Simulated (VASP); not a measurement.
Ta: single point with PBEsol

The system is Ta.

```xyz
1
Lattice="-1.7253 1.7253 1.6011 1.7253 -1.7253 1.6011 1.7253 1.7253 -1.6011" Properties=species:S:1:pos:R:3 pbc="T T T"
Ta    0.0000    0.0000    0.0000
```

```yaml
Program: VASP 6.6.1
Task: single point
Functional: PBEsol
Potentials_or_basis: VASP PAW PBE potentials, release 64 (Ta_pv)
Cutoff: 520 eV
k_mesh: 22 × 22 × 22
Occupations: gaussian, width 0.15 eV
Spin: no spin polarisation
Dipole_correction: no
Further_INCAR_settings: ALGO = Fast; EDIFF = 1e-06; NBANDS = 12
```

- Pressure: -13.2 GPa
- Band gap on the k mesh: zero (an odd number of electrons rules out a gap without spin polarisation)

Stress tensor (GPa, compression positive):
```
-14.98   0.00   0.00
  0.00 -14.98   0.00
  0.00   0.00  -9.51
```

Levels at points of the mesh, in eV from the Fermi level:
| k point | band 1 | band 2 | band 3 | band 4 | band 5 | band 6 | band 7 | band 8 | band 9 | band 10 |
| --- | --- | --- | --- | --- | --- | --- | --- | --- | --- | --- |
| (0.00, 0.00, 0.00) | -33.28 | -33.28 | -33.26 | -7.73 | 0.14 | 1.06 | 1.06 | 3.08 | 4.34 | 14.36 |
| (0.50, 0.00, 0.00) | -34.24 | -33.61 | -33.30 | -4.14 | -1.69 | 1.55 | 3.67 | 5.15 | 7.23 | 10.92 |
| (0.50, 0.50, 0.00) | -34.26 | -33.54 | -33.25 | -4.22 | -0.75 | 1.02 | 2.82 | 4.19 | 7.10 | 10.51 |
| (0.50, 0.50, 0.50) | -34.00 | -34.00 | -33.85 | -3.60 | -3.42 | 6.29 | 6.29 | 6.57 | 7.52 | 7.52 |

It took 6.3 min on 1 thread of AMD EPYC 7R43 64-Core Processor (Zen 3), with other jobs on the host, peak memory 0.25 GiB.

Caveat: the cell stands under tension; the PAW data sets were made with another functional, which shifts forces and pressure a little; spin-orbit coupling is left out, which moves the levels of the heavy elements.
